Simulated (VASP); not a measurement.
Here is a VASP 6.6.1 calculation.

The input INCAR:

```
  PREC = Accurate
  ENCUT = 520
  EDIFF = 1E-6
  ISMEAR = -1
  SIGMA = 0.08
  LREAL = F
  LASPH = T
  NELM = 100
  ALGO = Normal
  ISIF = 2
  LWAVE = F
  LCHARG = T
  GGA = PS
  LELF = T
  LVHAR = T
  NBANDS = 16
```

File KPOINTS:

```
Automatic mesh
0
Gamma
  13 13 13
```

The input POSCAR:

```
AgCl
1.0
    3.3307327798      0.0000000000      0.0000000000
    0.0000000000      3.3307327798      0.0000000000
    0.0000000000      0.0000000000      3.3307327798
Ag Cl
1 1
Direct
    0.0000000000      0.0000000000      0.0000000000
    0.5000000000      0.5000000000      0.5000000000
```

Potentials or basis: VASP PAW PBE potentials, release 64 (Ag, Cl).

Command:

```sh
$ cat potpaw_PBE.64/Ag/POTCAR potpaw_PBE.64/Cl/POTCAR > POTCAR
$ mpirun -np 1 vasp_std > vasp.out
```

Problem. Predict the band gap on the k mesh.

Solution. 0.47 eV (least direct gap 2.28 eV).

Problem. What does it give for the pressure?

Solution. -0.1 GPa.

Caveat: the PAW data sets were made with another functional, which shifts forces and pressure a little; an odd mesh through Γ misses points on the zone boundary, where band edges can lie.
